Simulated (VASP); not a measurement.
# Sc (Im-3m) in VASP: notebook

Sc is run at these levels: LDA; tasks: single point.

All numbers are computed with VASP 6.6.1; they aren't measurements. Logs are shortened: lines on timing, memory, paths and dates and some standing lists are left out, and cuts for length are marked.

## (1) The cell of the first run

The structure is cubic, space group Im-3m (No. 229). The conventional cell has a = 2.733 Å, b = 2.733 Å, c = 2.733 Å, α = 90.00°, β = 90.00°, γ = 90.00°. Within 3.1 Å of Sc (site symmetry m-3m) lie 14 Sc at 2.37 to 2.73 Å.

This isn't the form of Sc at room conditions, which is hcp.

## (2) Single point, LDA (10.21 Å³/atom)

POSCAR reads:

```
Sc
1.0
   -1.3665911155      1.3665911155      1.3665911155
    1.3665911155     -1.3665911155      1.3665911155
    1.3665911155      1.3665911155     -1.3665911155
Sc
1
Direct
    0.0000000000      0.0000000000      0.0000000000
```

INCAR.step1 reads:

```
SYSTEM = Sc
  PREC = Accurate
  ENCUT = 520
  EDIFF = 1E-7
  ISMEAR = -1
  SIGMA = 0.05
  LREAL = .False.
  LASPH = .True.
  NELM = 80
  ALGO = Normal
  ISIF = 2
  LWAVE = .False.
  LCHARG = .True.
  LMAXMIX = 4
  NBANDS = 12
```

KPOINTS.step1 reads:

```
Automatic mesh
0
Gamma
  17 17 17
  0 0 0
```

INCAR.step2 reads:

```
SYSTEM = Sc
  PREC = Accurate
  ENCUT = 520
  EDIFF = 1E-7
  ISMEAR = -5
  SIGMA = 0.05
  LREAL = .False.
  LASPH = .True.
  NELM = 80
  ALGO = Normal
  ISIF = 2
  LWAVE = .False.
  LCHARG = .False.
  LMAXMIX = 4
  LORBIT = 11
  NEDOS = 1001
  ICHARG = 11
```

KPOINTS.step2 reads:

```
Automatic mesh
0
Gamma
  26 26 26
  0 0 0
```

Potentials or basis: VASP PAW LDA potentials, release 64 (Sc_sv).

On the command line:

```sh
> cat potpaw_LDA.64/Sc_sv/POTCAR > POTCAR
> cp INCAR.step1 INCAR
> cp KPOINTS.step1 KPOINTS
> mpirun -np 1 vasp_std > vasp.out
> cp INCAR.step2 INCAR
> cp KPOINTS.step2 KPOINTS
> mpirun -np 1 vasp_std > vasp.out
```

OUTCAR:

```text
SYSTEM = Sc
   PREC = Accurate
   ENCUT = 520
   EDIFF = 1E-7
   ISMEAR = -5
   LREAL = .False.
   LASPH = .True.
   NELM = 80
   ISIF = 2
   LORBIT = 11
   ICHARG = 11

 ion  position               nearest neighbor table
   1  0.000  0.000  0.000-

  LATTYP: Found a body centered cubic cell.
 ALAT       =     2.7331822310

  Lattice vectors:

 A1 = (  -1.3665911155,   1.3665911155,   1.3665911155)
 A2 = (   1.3665911155,  -1.3665911155,   1.3665911155)
 A3 = (   1.3665911155,   1.3665911155,  -1.3665911155)

Analysis of symmetry for initial positions (statically):
=====================================================================
 Subroutine PRICEL returns:
 Original cell was already a primitive cell.

 Routine SETGRP: Setting up the symmetry group for a
 body centered cubic supercell.

 Subroutine GETGRP returns: Found 48 space group operations
 (whereof 48 operations were pure point group operations)
 out of a pool of 48 trial point group operations.

The static configuration has the point symmetry O_h .

Analysis of symmetry for dynamics (positions and initial velocities):
=====================================================================
 Subroutine PRICEL returns:
 Original cell was already a primitive cell.

 Routine SETGRP: Setting up the symmetry group for a
 body centered cubic supercell.

 Subroutine GETGRP returns: Found 48 space group operations
 (whereof 48 operations were pure point group operations)
 out of a pool of 48 trial point group operations.

The dynamic configuration has the point symmetry O_h .

 Subroutine INISYM returns: Found 48 space group operations
 (whereof 48 operations are pure point group operations),
 and found     1 'primitive' translations

----------------------------------------------------------------------------------------

                                     Primitive cell

  volume of cell :      10.2088

  direct lattice vectors                    reciprocal lattice vectors
    -1.366591115  1.366591115  1.366591115     0.000000000  0.365873885  0.365873885
     1.366591115 -1.366591115  1.366591115     0.365873885  0.000000000  0.365873885
     1.366591115  1.366591115 -1.366591115     0.365873885  0.365873885  0.000000000

  length of vectors
     2.367005245  2.367005245  2.367005245     0.517423810  0.517423810  0.517423810

  position of ions in fractional coordinates (direct lattice)
     0.000000000  0.000000000  0.000000000

  ion indices of the primitive-cell ions
   primitive index   ion index
                 1           1

----------------------------------------------------------------------------------------

 KPOINTS: Automatic mesh

Automatic generation of k-mesh.
 Grid dimensions read from file:
 generate k-points for:   26   26   26

 Generating k-lattice:

  Cartesian coordinates                     Fractional coordinates (reciprocal lattice)
     0.000000000  0.014072072  0.014072072     0.038461538  0.000000000  0.000000000
     0.014072072  0.000000000  0.014072072     0.000000000  0.038461538  0.000000000
     0.014072072  0.014072072  0.000000000     0.000000000  0.000000000  0.038461538

  Length of vectors
     0.019900916  0.019900916  0.019900916

  Shift w.r.t. Gamma in fractional coordinates (k-lattice)
     0.000000000  0.000000000  0.000000000

 TETIRR: Found  21036 inequivalent tetrahedra from   105456

 Subroutine IBZKPT returns following result:
 ===========================================

 Found    511 irreducible k-points:

 Following reciprocal coordinates:
            Coordinates               Weight
  0.000000  0.000000  0.000000      1.000000
  0.038462  0.000000  0.000000     12.000000
  0.076923  0.000000  0.000000     12.000000
  0.115385  0.000000  0.000000     12.000000
  0.153846  0.000000  0.000000     12.000000
  0.192308  0.000000  0.000000     12.000000
[... 16 lines left out ...]
  0.346154  0.038462  0.000000     48.000000
  0.384615  0.038462  0.000000     48.000000
 [... further k-points ...]
   k-points           NKPTS =    511   k-points in BZ     NKDIM =    511   number of bands    NBANDS=      9
   number of dos      NEDOS =   1001   number of ions     NIONS =      1
   total plane-waves  NPLWV =   5832
   dimension x,y,z NGX =    18 NGY =   18 NGZ =   18
   dimension x,y,z NGXF=    36 NGYF=   36 NGZF=   36
   ions per type =               1
   NGX,Y,Z   is equivalent  to a cutoff of  12.64, 12.64, 12.64 a.u.
   NGXF,Y,Z  is equivalent  to a cutoff of  25.28, 25.28, 25.28 a.u.
 SYSTEM =  Sc
   PREC   = accura    normal or accurate (medium, high low for compatibility)
   ISTART =      0    job   : 0-new  1-cont  2-samecut
   ICHARG =     11    charge: 1-file 2-atom 10-const
   ISPIN  =      1    spin polarized calculation?
   LNONCOLLINEAR =      F non collinear calculations
   LSORBIT =      F    spin-orbit coupling
   LASPH  =      T    aspherical Exc in radial PAW
   ENCUT  =  520.0 eV  38.22 Ry    6.18 a.u.   4.40  4.40  4.40*2*pi/ulx,y,z
   NELM   =     80;   NELMIN=  2; NELMDL=  0     # of ELM steps
   EDIFF  = 0.1E-06   stopping-criterion for ELM
   LREAL  =      F    real-space projection
   EDIFFG = 0.1E-05   stopping-criterion for IOM
   NSW    =      0    number of steps for IOM
   IBRION =     -1    ionic relax: 0-MD 1-quasi-New 2-CG
   NFREE  =      0    steps in history (QN), initial steepest desc. (CG)
   ISIF   =      2    stress and relaxation
   ISYM   =      2    0-nonsym 1-usesym 2-fastsym
   POTIM  = 0.5000    time-step for ionic-motion
   TEBEG  =    0.0;   TEEND  =   0.0 temperature during run
   PSTRESS=    0.0 pullay stress
   NELECT =      11.0000    total number of electrons
   NUPDOWN=      -1.0000    fix difference up-down
   EMIN   =  10.00;   EMAX   =-10.00  energy-range for DOS
   EFERMI =   0.00;   METHOD = LEGACY
   ISMEAR =    -5;   SIGMA  =   0.05  broadening in eV -4-tet -1-fermi 0-gaus
   EFERMI_NEDOS =   21; number of points for ismear=-14 and -15
   IALGO  =     38    algorithm
   IMIX   =      4    mixing-type and parameters
     AMIX     =   0.40;   BMIX     =  1.00
     AMIX_MAG =   1.60;   BMIX_MAG =  1.00
  volume/ion in A,a.u.               =      10.21        68.89
  Fermi-wavevector in a.u.,A,eV,Ry     =   1.678342  3.171607 38.325325  2.816832
  Thomas-Fermi vector in A             =   2.762448
   LORBIT       =     11    0 simple, 1 ext, 2 COOP (PROOUT), +10 PAW based schemes
   GGA     = CA    functional components
   LHFCALC =     F    Hartree Fock is set to
   AEXX    =    0.0000 exact exchange contribution
   IVDW    =     0    specifies the selected vdW correction
   LEPSILON=     F    determine dielectric tensor
   LRPA    =     F    only Hartree local field effects (RPA)
 non-spin polarized calculation
 Fermi weights with tetrahedron method with Bloechl corrections
  energy-cutoff  :      520.00
  volume of cell :       10.21
 maximum number of plane-waves:       285
 NGX is ok and might be reduce to    18

 number of electron      11.0000005 magnetization

 Free energy of the ion-electron system (eV)
  ---------------------------------------------------
  ext. energy  EPLUGINS =         0.00000000
  ---------------------------------------------------
  free energy    TOTEN  =        -3.29242915 eV

  energy without entropy =       -3.29242915  energy(sigma->0) =       -3.29242915

 E-fermi :  10.3453     XC(G=0): -14.4549

 val. band max:       10.4199619715   @ k =   0.2308   0.1923   0.1923
 cond. band min:      10.2563355108   @ k =  -0.2308   0.3077   0.1538
 fundamental gap:     -0.1636264606
 Fermi energy:        10.3452941293

 k-point     1 :       0.0000    0.0000    0.0000
  band No.  band energies     occupation
      1     -38.0488      2.00000
      2     -13.7772      2.00000
      3     -13.7772      2.00000
      4     -13.7772      2.00000
      5       6.7171      2.00000
      6      12.7666      0.00000
      7      12.7666      0.00000
      8      12.7666      0.00000
      9      16.4728      0.00000

 k-point     2 :       0.0385    0.0000    0.0000
  band No.  band energies     occupation
      1     -38.0275      2.00000
      2     -13.8595      2.00000
      3     -13.7994      2.00000
      4     -13.7792      2.00000
      5       6.8197      2.00000
      6      12.7041      0.00000
      7      12.7542      0.00000
      8      12.8575      0.00000
      9      16.4094      0.00000

 k-point     3 :       0.0769    0.0000    0.0000
  band No.  band energies     occupation
      1     -37.9644      2.00000
      2     -14.0980      2.00000
      3     -13.8641      2.00000
      4     -13.7849      2.00000
      5       7.1126      2.00000
      6      12.5246      0.00000
      7      12.7079      0.00000
      8      13.1274      0.00000
      9      16.1528      0.00000

 k-point     4 :       0.1154    0.0000    0.0000
  band No.  band energies     occupation
      1     -37.8621      2.00000
      2     -14.4709      2.00000
      3     -13.9662      2.00000
      4     -13.7940      2.00000
      5       7.5496      2.00000
      6      12.2489      0.00000
      7      12.6101      0.00000
      8      13.5673      0.00000
      9      15.8958      0.00000
[... 205 lines left out ...]
 k-point    22 :       0.3077    0.0385    0.0000
  band No.  band energies     occupation
      1     -36.8660      2.00000
      2     -17.4478      2.00000
      3     -14.8189      2.00000
      4     -13.9080      2.00000
      5       8.0073      2.00000
      6      10.2668      1.51832
      7      14.2001      0.00000
      8      16.4496      0.00000
      9      17.2014      0.00000

 k-point    23 :       0.3462    0.0385    0.0000
  band No.  band energies     occupation
      1     -36.6894      2.00000
      2     -17.8947      2.00000
      3     -14.9490      2.00000
      4     -13.9229      2.00000
      5       7.6401      2.00000
      6       9.9984      2.03399
      7      15.0108      0.00000
      8      16.7850      0.00000
      9      17.4097      0.00000

 k-point    24 :       0.3846    0.0385    0.0000
  band No.  band energies     occupation
      1     -36.5431      2.00000
      2     -18.2517      2.00000
      3     -15.0519      2.00000
      4     -13.9350      2.00000
      5       7.3318      2.00000
      6       9.7902      2.00000
      7      15.7343      0.00000
      8      17.0230      0.00000
      9      17.6693      0.00000

 [... further k-points ...]

------------------------ aborting loop because EDIFF is reached ----------------------------------------

  FORCE on cell =-STRESS in cart. coord.  units (eV):
  Direction    XX          YY          ZZ          XY          YZ          ZX
  --------------------------------------------------------------------------------------
  -------------------------------------------------------------------------------------
  Total        8.8464603      8.8464603      8.8464603     -0.0000000     -0.0000000      0.0000000
  in kB     1388.3672030   1388.3672030   1388.3672030     -0.0000000     -0.0000000      0.0000000
  external PRESSURE =    1388.3672030 kB  Pullay stress =       0.0000000 kB

 VOLUME and BASIS-vectors are now :
 -----------------------------------------------------------------------------
  energy-cutoff  :      520.00
  volume of cell :       10.21
      direct lattice vectors                 reciprocal lattice vectors
    -1.366591115  1.366591115  1.366591115     0.000000000  0.365873885  0.365873885
     1.366591115 -1.366591115  1.366591115     0.365873885  0.000000000  0.365873885
     1.366591115  1.366591115 -1.366591115     0.365873885  0.365873885  0.000000000

 POSITION                                       TOTAL-FORCE (eV/Angst)
 -----------------------------------------------------------------------------------
      0.00000      0.00000      0.00000        -0.000000      0.000000     -0.000000
 -----------------------------------------------------------------------------------
    total drift:                                0.000000     -0.000000      0.000000

  FREE ENERGIE OF THE ION-ELECTRON SYSTEM (eV)
  ---------------------------------------------------
  free  energy   TOTEN  =        -3.2924291457 eV

  energy  without entropy=       -3.2924291457  energy(sigma->0) =       -3.29242915

 total charge

# of ion       s       p       d       tot
------------------------------------------
    1        2.456   6.186   2.518  11.161
```

It took 70 s on 1 thread of AMD EPYC 7R13, shared host; peak memory 0.16 GiB.

Levels at points of the mesh, in eV from the Fermi level:
```tsv
k point	band 2	band 3	band 4	band 5	band 6	band 7	band 8	band 9
(0.00, 0.00, 0.00)	-24.12	-24.12	-24.12	-3.63	2.42	2.42	2.42	6.13
(0.50, 0.00, 0.00)	-29.01	-25.48	-24.26	-3.43	-0.81	6.64	7.11	7.35
(0.50, 0.50, 0.50)	-27.16	-27.16	-27.16	-4.69	-4.69	9.49	9.49	9.49
```

[end of part 1 of 2]
